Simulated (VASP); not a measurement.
# PbF2 in VASP: further runs, part 2 of 2

VASP 6.6.1.

## Step 5: Single point, r2SCAN

This run uses another cell than the first one, of 15.63 Å³/atom.

Input file POSCAR:

```
PbF2
1.0
    0.0000000000      2.8619021510      2.8619021510
    2.8619021510      0.0000000000      2.8619021510
    2.8619021510      2.8619021510      0.0000000000
Pb F
1 2
Direct
    0.0000000000      0.0000000000      0.0000000000
    0.7500000000      0.7500000000      0.7500000000
    0.2500000000      0.2500000000      0.2500000000
```

Input file INCAR.step1:

```
ALGO = Normal ; EDIFF = 1E-5
ENCUT = 660 ; GGA = PE
GGA_COMPAT = F ; ISMEAR = -1
LASPH = T ; LCHARG = F
LREAL = F ; LWAVE = T
NBANDS = 21 ; NELM = 120
PREC = Accurate ; SIGMA = 0.05
```

Input file INCAR.step2:

```
ALGO = Normal ; EDIFF = 1E-6
ENCUT = 660 ; GGA_COMPAT = F
ISIF = 2 ; ISMEAR = -1
ISTART = 1 ; LASPH = T
LCHARG = F ; LMIXTAU = T
LREAL = F ; LWAVE = F
METAGGA = R2SCAN ; NBANDS = 21
NELM = 120 ; PREC = Accurate
SIGMA = 0.05
```

Input file KPOINTS:

```
k-points
0
Gamma
  8 8 8
```

Potentials or basis: VASP PAW PBE potentials, release 64 (Pb_d, F).

On the command line:

```sh
cat potpaw_PBE.64/Pb_d/POTCAR potpaw_PBE.64/F/POTCAR > POTCAR
cp INCAR.step1 INCAR
mpirun -np 1 vasp_std > vasp.out
cp INCAR.step2 INCAR
mpirun -np 1 vasp_std > vasp.out
```

OUTCAR:

```text
EDIFF = 1E-6
   ENCUT = 660
   ISIF = 2
   ISMEAR = -1
   ISTART = 1
   LASPH = T
   LREAL = F
   METAGGA = R2SCAN
   NELM = 120
   PREC = Accurate

 ion  position               nearest neighbor table
   1  0.000  0.000  0.000-   2 2.48   2 2.48   2 2.48   3 2.48   3 2.48   3 2.48   2 2.48   3 2.48

   2  0.750  0.750  0.750-   1 2.48   1 2.48   1 2.48   1 2.48
   3  0.250  0.250  0.250-   1 2.48   1 2.48   1 2.48   1 2.48

  LATTYP: Found a face centered cubic cell.
 ALAT       =     5.7238043020

  Lattice vectors:

 A1 = (   0.0000000000,   2.8619021510,   2.8619021510)
 A2 = (   2.8619021510,   0.0000000000,   2.8619021510)
 A3 = (   2.8619021510,   2.8619021510,   0.0000000000)

Analysis of symmetry for initial positions (statically):
=====================================================================
 Subroutine PRICEL returns:
 Original cell was already a primitive cell.

 Routine SETGRP: Setting up the symmetry group for a
 face centered cubic supercell.

[... 164 lines left out ...]
  free energy    TOTEN  =       -70.01934161 eV

  energy without entropy =      -70.01934161  energy(sigma->0) =      -70.01934161

 E-fermi :   4.1650     XC(G=0): -10.5862

 val. band max:        2.9486642738   @ k =  -0.2500   0.5000   0.2500
 cond. band min:       7.8177760110   @ k =   0.5000   0.5000   0.0000
 fundamental gap:      4.8691117372
 Fermi energy:         4.1649998017

 k-point     1 :       0.0000    0.0000    0.0000
  band No.  band energies     occupation
      1     -20.4375      2.00000
      2     -19.6481      2.00000
      3     -12.1569      2.00000
      4     -12.1569      2.00000
      5     -12.1569      2.00000
      6     -12.0477      2.00000
[... 565 lines left out ...]
     20      20.4468      0.00000
     21      20.5775      0.00000

 [... further k-points ...]

------------------------ aborting loop because EDIFF is reached ----------------------------------------

  FORCE on cell =-STRESS in cart. coord.  units (eV):
  Direction    XX          YY          ZZ          XY          YZ          ZX
  --------------------------------------------------------------------------------------
  -------------------------------------------------------------------------------------
  Total        2.9021643      2.9021643      2.9021643     -0.0000000      0.0000000     -0.0000000
  in kB       99.1832281     99.1832281     99.1832281     -0.0000000      0.0000000     -0.0000000
  external PRESSURE =      99.1832281 kB  Pullay stress =       0.0000000 kB

 VOLUME and BASIS-vectors are now :
 -----------------------------------------------------------------------------
  energy-cutoff  :      660.00
  volume of cell :       46.88
      direct lattice vectors                 reciprocal lattice vectors
     0.000000000  2.861902151  2.861902151    -0.174708978  0.174708978  0.174708978
     2.861902151  0.000000000  2.861902151     0.174708978 -0.174708978  0.174708978
     2.861902151  2.861902151  0.000000000     0.174708978  0.174708978 -0.174708978

 POSITION                                       TOTAL-FORCE (eV/Angst)
 -----------------------------------------------------------------------------------
      0.00000      0.00000      0.00000         0.000000     -0.000000      0.000000
      4.29285      4.29285      4.29285         0.000000      0.000000      0.000000
      1.43095      1.43095      1.43095        -0.000000     -0.000000     -0.000000
 -----------------------------------------------------------------------------------
    total drift:                                0.000000      0.000000      0.000000

  FREE ENERGIE OF THE ION-ELECTRON SYSTEM (eV)
  ---------------------------------------------------
  free  energy   TOTEN  =       -70.0193416079 eV

  energy  without entropy=      -70.0193416079  energy(sigma->0) =      -70.01934161
```

OUTCAR.step1:

```text
EDIFF = 1E-5
   ENCUT = 660
   GGA = PE
   ISMEAR = -1
   LASPH = T
[... 801 lines left out ...]
      0.00000      0.00000      0.00000         0.000000      0.000000     -0.000000
      4.29285      4.29285      4.29285         0.000000      0.000000     -0.000000
      1.43095      1.43095      1.43095        -0.000000     -0.000000      0.000000
 -----------------------------------------------------------------------------------
    total drift:                                0.000000      0.000000      0.000000

  FREE ENERGIE OF THE ION-ELECTRON SYSTEM (eV)
  ---------------------------------------------------
  free  energy   TOTEN  =       -14.0960962160 eV

  energy  without entropy=      -14.0960962160  energy(sigma->0) =      -14.09609622
```

Run time: 61 s. Hardware: 1 thread of Intel Xeon 6975P-C (Granite Rapids), shared host; peak memory 0.22 GiB.

Results:

```
Free energy            : -70.0193 eV
Pressure               : 9.9 GPa
Band gap on the k mesh : 4.87 eV (least direct gap 5.03 eV)
```

Caveat: the cell stands under pressure; the PAW data sets were made with another functional, which shifts forces and pressure a little; spin-orbit coupling is left out, which moves the levels of the heavy elements. A k mesh can miss the band edges.

## Step 6: The runs side by side

| level | cell | k mesh | cutoff (eV) | smearing | gap on the mesh (eV) | pressure (GPa) |
| --- | --- | --- | --- | --- | --- | --- |
| PBEsol | a = 4.191 Å, angles 60.0°, 3 atoms, atomic positions A | 11 × 11 × 11 | 600 | gaussian 0.05 eV | 4.28 | -1.0 |
| r2SCAN | a = 3.882 Å, angles 60.0°, 3 atoms, atomic positions B | 8 × 8 × 8 | 660 | fermi-dirac 0.05 eV | 4.61 | 30.1 |
| r2SCAN | a = 3.953 Å, angles 60.0°, 3 atoms, atomic positions B | 8 × 8 × 8 | 660 | fermi-dirac 0.05 eV | 4.74 | 20.0 |
| r2SCAN | a = 4.047 Å, angles 60.0°, 3 atoms, atomic positions B | 8 × 8 × 8 | 660 | fermi-dirac 0.05 eV | 4.87 | 9.9 |

Alike in all rows: task single point; potentials or basis VASP PAW PBE potentials, release 64 (Pb_d, F); no spin polarisation.

Caveats: the PAW data sets were made with another functional, which shifts forces and pressure a little; spin-orbit coupling is left out, which moves the levels of the heavy elements; the cell stands under pressure (at least some runs).

Absolute energies hang on the potentials; compare differences alone.
